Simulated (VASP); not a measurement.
HgTe:

```xyz
2
Lattice="0.0000 3.1905 3.4197 3.1905 0.0000 3.4197 3.1905 3.1905 0.0000" Properties=species:S:1:pos:R:3 pbc="T T T"
Hg    0.0000    0.0000    0.0000
Te    1.5952    1.5952    1.7098
```

This cell differs from its parent crystal: epitaxial xy strain -3.0%.

Program: VASP 6.6.1. Alike in all runs: task single point; potentials or basis VASP PAW PBE potentials, release 64 (Hg, Te); no spin polarisation; cell as given; cutoff (eV) 520; smearing fermi-dirac 0.02 eV. Hardware: 1 thread of Intel(R) Xeon(R) 6975P-C (Granite Rapids), with other jobs on the host.

**Question.** Order these runs on this cell by their wall time, lowest first.
A. level PBE; k mesh 6 × 6 × 6
B. level r2SCAN; k mesh 6 × 6 × 6
C. level HSE06; k mesh 4 × 4 × 4; grid for exact exchange (PRECFOCK) Normal; screening parameter 0.2079 1/Å

**Answer.** A (33 s), B (120 s), C (1500 s).

Caveats: some runs use coarse meshes.
